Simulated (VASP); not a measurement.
# B: single point with PBEsol

B:

```
CELL_PARAMETERS angstrom
1.88207 0.00000 0.00000
0.00000 1.88207 0.00000
0.00000 0.00000 1.88207
ATOMIC_POSITIONS crystal
B 0.00000 0.00000 0.00000
```

```yaml
Program: VASP 6.6.1
Task: single point
Functional: PBEsol
Potentials_or_basis: VASP PAW PBE potentials, release 64 (B)
Cutoff: 520 eV
k_mesh: 8 × 8 × 8
Occupations: gaussian, width 0.1 eV
Spin: no spin polarisation
```

| Quantity | Value |
| --- | --- |
| Pressure | 0.1 GPa |

Levels at points of the mesh, in eV from the Fermi level:
| k point | band 1 | band 2 | band 3 | band 4 | band 5 | band 6 |
| --- | --- | --- | --- | --- | --- | --- |
| (0.00, 0.00, 0.00) | -15.48 | 14.02 | 14.02 | 14.02 | 24.47 | 24.47 |
| (0.50, 0.00, 0.00) | -7.96 | -5.84 | 17.92 | 17.92 | 30.31 | 31.83 |
| (0.50, 0.50, 0.00) | -1.61 | -1.61 | 4.76 | 8.42 | 21.10 | 40.75 |
| (0.50, 0.50, 0.50) | 3.79 | 3.79 | 3.79 | 16.93 | 16.93 | 16.93 |

Wall time 1 s on 1 thread of Intel Xeon 6975P-C, on a shared host, peak memory 0.1 GiB.

Caveat: the k points lie up to 0.42 Å⁻¹ apart; the PAW data sets were made with another functional, which shifts forces and pressure a little.
